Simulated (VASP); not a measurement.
Crystal: HgTe.

```
CELL_PARAMETERS angstrom
-3.04560 3.04560 1.55941
3.04560 -3.04560 1.55941
3.04560 3.04560 -1.55941
ATOMIC_POSITIONS crystal
Hg 0.75000 0.25000 0.50000
Te 0.00000 0.00000 0.00000
```

* Program: VASP 6.6.1
* Task: relaxation of cell and atoms
* Functional: PBE
* Potentials or basis: VASP PAW PBE potentials, release 64 (Hg, Te)
* Cutoff: 600 eV
* k mesh: 7 × 7 × 7
* Occupations: fermi-dirac, width 0.05 eV
* Spin: no spin polarisation

At the start: pressure -0.1 GPa; volume 28.93 Å³/atom.

**Question.** How do energy, volume and symmetry change on relaxing?

**Answer.** Over 7 steps the energy falls by 9.7 meV/atom and the volume is 29.08 Å³/atom (+0.5 %); space group I-4m2 (No. 119, to 0.1 Å) before and after.

Step by step:
```
step  energy change (eV)  largest force (eV/Å)  pressure (GPa)  volume (Å³)
   1              0.0000                0.0000           -0.14        57.86
   2             -0.0173                0.0000            0.16        57.63
   3             -0.0189                0.0000            0.35        57.54
   4             -0.0194                0.0000            0.13        58.09
   5             -0.0191                0.0000           -0.17        58.45
   6             -0.0193                0.0000           -0.17        58.25
   7             -0.0194                0.0000           -0.10        58.16
```

Final structure:
```
CELL_PARAMETERS angstrom
-3.09558 3.09558 1.51742
3.09558 -3.09558 1.51742
3.09558 3.09558 -1.51742
ATOMIC_POSITIONS crystal
Hg 0.75000 0.25000 0.50000
Te 0.00000 0.00000 0.00000
```
